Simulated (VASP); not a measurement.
# Nb16H (a cell with a defect) in VASP: single point with PBE

Aim: the single point of Nb16H (a cell with a defect) with PBE.

Program: VASP 6.6.1. These are calculated values, not measurements. Logs are shortened: lines on timing, memory, paths and dates and some standing lists are left out, and cuts for length are marked.

**1. The cell of the first run**

The cell holds a defect, 17 atoms: a = 6.600 Å, b = 6.600 Å, c = 6.600 Å, α = 90.00°, β = 90.00°, γ = 90.00°.

**2. Single point, PBE**

Contents of INCAR:

```
SYSTEM = Nb16H
PREC = Accurate
ENCUT = 520
EDIFF = 1E-7
ISMEAR = 0
SIGMA = 0.1
LREAL = Auto
LASPH = .TRUE.
NELM = 100
ALGO = Normal
ISIF = 2
LWAVE = .FALSE.
LCHARG = .TRUE.
GGA = PE
LELF = .TRUE.
LVHAR = .TRUE.
NBANDS = 118
```

Contents of KPOINTS:

```
regular mesh
0
G
  3 3 3
  0 0 0
```

Contents of POSCAR:

```
Nb16H
1.0
    6.6000000000      0.0000000000      0.0000000000
    0.0000000000      6.6000000000      0.0000000000
    0.0000000000      0.0000000000      6.6000000000
Nb H
16 1
Direct
    0.0021290909      0.0003084848     -0.0004274242
    0.5025506061     -0.0003933333      0.0009284848
    0.0021368182      0.5006859091     -0.0004271212
   -0.0062484848      0.0102230303      0.4985969697
    0.2484501515      0.2504957576      0.2493190909
    0.5025566667      0.5013733333      0.0009292424
    0.4998151515      0.0011222727      0.5003983333
    0.7472412121      0.2505007576      0.2475060606
   -0.0062410606      0.4907834848      0.4985974242
    0.2521189394      0.7504963636      0.2502387879
    0.2496712121      0.2504930303      0.7498696970
    0.4998207576      0.4998718182      0.5003993939
    0.7495148485      0.7504998485      0.2488445455
    0.7483640909      0.2504978788      0.7487963636
    0.2568301515      0.7504937879      0.7576736364
    0.7506460606      0.7504977273      0.7509746970
    0.1017113636      0.7505036364      0.5169189394
```

Potentials or basis: VASP PAW PBE potentials, release 64 (Nb_sv, H).

Run with:

```
$ cat potpaw_PBE.64/Nb_sv/POTCAR potpaw_PBE.64/H/POTCAR > POTCAR
$ mpirun -np 1 vasp_std > vasp.out
```

OUTCAR:

```text
SYSTEM = Nb16H
   PREC = Accurate
   ENCUT = 520
   EDIFF = 1E-7
   ISMEAR = 0
   LREAL = Auto
   LASPH = .TRUE.
   NELM = 100
   ISIF = 2
   GGA = PE

 ion  position               nearest neighbor table
   1  0.002  0.000  1.000-   5 2.84  15 2.84  11 2.85  16 2.86  10 2.86  13 2.86   8 2.87  14 2.88

   2  0.503  1.000  0.001-  15 2.81   8 2.83  13 2.83  16 2.85  10 2.85  14 2.85   5 2.87  11 2.88

   3  0.002  0.501  1.000-   5 2.84  15 2.84  11 2.85  16 2.86  10 2.86  13 2.86   8 2.87  14 2.88
[... 23 lines left out ...]
  15  0.257  0.750  0.758-  17 1.89   2 2.81   6 2.81   3 2.84   1 2.84  12 2.86   7 2.86   9 2.98
                             4 2.98
  16  0.751  0.750  0.751-   2 2.85   6 2.85   1 2.86   3 2.86  12 2.87   7 2.87   9 2.88   4 2.88

  17  0.102  0.751  0.517-   9 1.86   4 1.86  15 1.89

  LATTYP: Found a simple cubic cell.
 ALAT       =     6.6000000000

  Lattice vectors:

 A1 = (   6.6000000000,   0.0000000000,   0.0000000000)
 A2 = (   0.0000000000,   6.6000000000,   0.0000000000)
 A3 = (   0.0000000000,   0.0000000000,   6.6000000000)

Analysis of symmetry for initial positions (statically):
=====================================================================
 Subroutine PRICEL returns:
 Original cell was already a primitive cell.

 Routine SETGRP: Setting up the symmetry group for a
 simple cubic supercell.

 Subroutine GETGRP returns: Found  1 space group operations
 (whereof  1 operations were pure point group operations)
 out of a pool of 48 trial point group operations.

The static configuration has the point symmetry C_1 .

Analysis of symmetry for dynamics (positions and initial velocities):
=====================================================================
 Subroutine PRICEL returns:
 Original cell was already a primitive cell.

 Routine SETGRP: Setting up the symmetry group for a
 simple cubic supercell.

 Subroutine GETGRP returns: Found  1 space group operations
 (whereof  1 operations were pure point group operations)
 out of a pool of 48 trial point group operations.

The dynamic configuration has the point symmetry C_1 .

 Subroutine INISYM returns: Found  1 space group operations
 (whereof  1 operations are pure point group operations),
 and found     1 'primitive' translations

----------------------------------------------------------------------------------------

[... 116 lines left out ...]
   NFREE  =      0    steps in history (QN), initial steepest desc. (CG)
   ISIF   =      2    stress and relaxation
   ISYM   =      2    0-nonsym 1-usesym 2-fastsym
   POTIM  = 0.5000    time-step for ionic-motion
   TEBEG  =    0.0;   TEEND  =   0.0 temperature during run
   PSTRESS=    0.0 pullay stress
   NELECT =     209.0000    total number of electrons
   NUPDOWN=      -1.0000    fix difference up-down
   EMIN   =  10.00;   EMAX   =-10.00  energy-range for DOS
   EFERMI =   0.00;   METHOD = LEGACY
   ISMEAR =     0;   SIGMA  =   0.10  broadening in eV -4-tet -1-fermi 0-gaus
   EFERMI_NEDOS =   21; number of points for ismear=-14 and -15
   IALGO  =     38    algorithm
   IMIX   =      4    mixing-type and parameters
     AMIX     =   0.40;   BMIX     =  1.00
     AMIX_MAG =   1.60;   BMIX_MAG =  1.00
  volume/ion in A,a.u.               =      16.91       114.12
  Fermi-wavevector in a.u.,A,eV,Ry     =   1.472018  2.781710 29.481589  2.166836
  Thomas-Fermi vector in A             =   2.587083
   LORBIT       =      0    0 simple, 1 ext, 2 COOP (PROOUT), +10 PAW based schemes
   GGA     = PE    functional components
   LHFCALC =     F    Hartree Fock is set to
   AEXX    =    0.0000 exact exchange contribution
   IVDW    =     0    specifies the selected vdW correction
   LEPSILON=     F    determine dielectric tensor
   LRPA    =     F    only Hartree local field effects (RPA)
 non-spin polarized calculation
 Gauss-broadening in eV      SIGMA  =   0.10
  energy-cutoff  :      520.00
  volume of cell :      287.50
 maximum number of plane-waves:      7809
 NGX is ok and might be reduce to    50
   NGX = 25   NGY = 25   NGZ = 25

 number of electron     209.0000022 magnetization

 Free energy of the ion-electron system (eV)
  ---------------------------------------------------
  ext. energy  EPLUGINS =         0.00000000
  ---------------------------------------------------
  free energy    TOTEN  =      -167.45072678 eV

  energy without entropy =     -167.39541119  energy(sigma->0) =     -167.42306898

 E-fermi :  11.2516     XC(G=0): -12.5426

 val. band max:       11.2298586739   @ k =   0.3333   0.0000   0.0000
 cond. band min:      11.2593768101   @ k =   0.3333   0.0000   0.3333
 fundamental gap:      0.0295181362
 Fermi energy:        11.2515754975

 k-point     1 :       0.0000    0.0000    0.0000
  band No.  band energies     occupation
      1     -43.0807      2.00000
      2     -42.9020      2.00000
      3     -42.8911      2.00000
      4     -42.8607      2.00000
      5     -42.8593      2.00000
      6     -42.8466      2.00000
[... 1655 lines left out ...]
    115      13.6564      0.00000
    116      13.7048      0.00000
 [bands above 116 left out]

------------------------ aborting loop because EDIFF is reached ----------------------------------------

  FORCE on cell =-STRESS in cart. coord.  units (eV):
  Direction    XX          YY          ZZ          XY          YZ          ZX
  --------------------------------------------------------------------------------------
  -------------------------------------------------------------------------------------
  Total        3.3934331      5.2180755      3.2598960     -0.0024042      0.0005557      0.5445156
  in kB       18.9111557     29.0796471     18.1669708     -0.0133982      0.0030966      3.0345137
  external PRESSURE =      22.0525912 kB  Pullay stress =       0.0000000 kB

 VOLUME and BASIS-vectors are now :
 -----------------------------------------------------------------------------
  energy-cutoff  :      520.00
  volume of cell :      287.50
      direct lattice vectors                 reciprocal lattice vectors
     6.600000000  0.000000000  0.000000000     0.151515152  0.000000000  0.000000000
     0.000000000  6.600000000  0.000000000     0.000000000  0.151515152  0.000000000
     0.000000000  0.000000000  6.600000000     0.000000000  0.000000000  0.151515152

 POSITION                                       TOTAL-FORCE (eV/Angst)
 -----------------------------------------------------------------------------------
      0.01405      0.00204      6.59718        -0.008120      0.000751      0.019529
      3.31683      6.59740      0.00613        -0.011461     -0.000768      0.010359
      0.01410      3.30453      6.59718        -0.008479     -0.001129      0.019735
      6.55876      0.06747      3.29074        -0.034768     -0.025302      0.050562
      1.63977      1.65327      1.64551        -0.024017      0.000245      0.030100
      3.31687      3.30906      0.00613        -0.011406      0.001919      0.010699
[... 9 lines left out ...]
      4.95426      4.95329      4.95643        -0.033086     -0.000266      0.022016
      0.67129      4.95332      3.41167         0.320271      0.000222     -0.304806
 -----------------------------------------------------------------------------------
    total drift:                                0.003459     -0.000973     -0.000069

  FREE ENERGIE OF THE ION-ELECTRON SYSTEM (eV)
  ---------------------------------------------------
  free  energy   TOTEN  =      -167.4507267769 eV

  energy  without entropy=     -167.3954111853  energy(sigma->0) =     -167.42306898
```

OSZICAR:

```text
N       E                     dE             d eps       ncg     rms          rms(c)
DAV:   1     0.314645853584E+04    0.31465E+04   -0.11462E+05  3304   0.188E+03
DAV:   2     0.128688912869E+03   -0.30178E+04   -0.29668E+04  3716   0.828E+02
DAV:   3    -0.143451397361E+03   -0.27214E+03   -0.26317E+03  5224   0.171E+02
DAV:   4    -0.172027125627E+03   -0.28576E+02   -0.27141E+02  5672   0.496E+01
[... 12 lines left out ...]
DAV:  17    -0.167450728302E+03    0.13760E-05   -0.24501E-06  5416   0.817E-03    0.373E-03
DAV:  18    -0.167450727420E+03    0.88160E-06   -0.48652E-07  3152   0.402E-03    0.198E-03
DAV:  19    -0.167450726975E+03    0.44490E-06   -0.13496E-07  2184   0.233E-03    0.913E-04
DAV:  20    -0.167450726797E+03    0.17798E-06   -0.86496E-08  2168   0.174E-03    0.509E-04
DAV:  21    -0.167450726777E+03    0.20158E-07   -0.51951E-08  2144   0.144E-03
   1 F= -.16745073E+03 E0= -.16742307E+03  d E =-.553156E-01
```

Run time: 44 min. Hardware: 1 thread of Intel Xeon 8259CL, shared host; peak memory 0.53 GiB.

What came out:

| Item | Value |
| --- | --- |
| Free energy | -167.4507 eV |
| Pressure | 2.2 GPa |
| Largest force | 0.442 eV/Å |
| Band gap on the k mesh | zero (an odd number of electrons rules out a gap without spin polarisation) |

Forces on the atoms (eV/Å):
```
Nb  -0.008  0.001  0.020
Nb  -0.011 -0.001  0.010
Nb  -0.008 -0.001  0.020
Nb  -0.035 -0.025  0.051
Nb  -0.024  0.000  0.030
Nb  -0.011  0.002  0.011
Nb  -0.020  0.006  0.011
Nb  -0.018  0.000  0.013
Nb  -0.035  0.025  0.051
Nb  -0.005  0.000 -0.005
Nb  -0.014 -0.001  0.021
Nb  -0.021 -0.006  0.011
Nb  -0.027  0.000  0.015
Nb  -0.010  0.000  0.008
Nb  -0.039  0.000  0.018
Nb  -0.033  0.000  0.022
H    0.320  0.000 -0.305
```

Levels at points of the mesh, in eV from the Fermi level:
```
           k point  band 99  band 100  band 101  band 102  band 103  band 104  band 105  band 106  band 107  band 108
(0.00, 0.00, 0.00)     0.36      0.37      0.66      0.87      0.90      0.90      0.93      0.94      0.95      0.99
```

The gap in the log of VASP goes by the Fermi energy; the results here count the filled bands.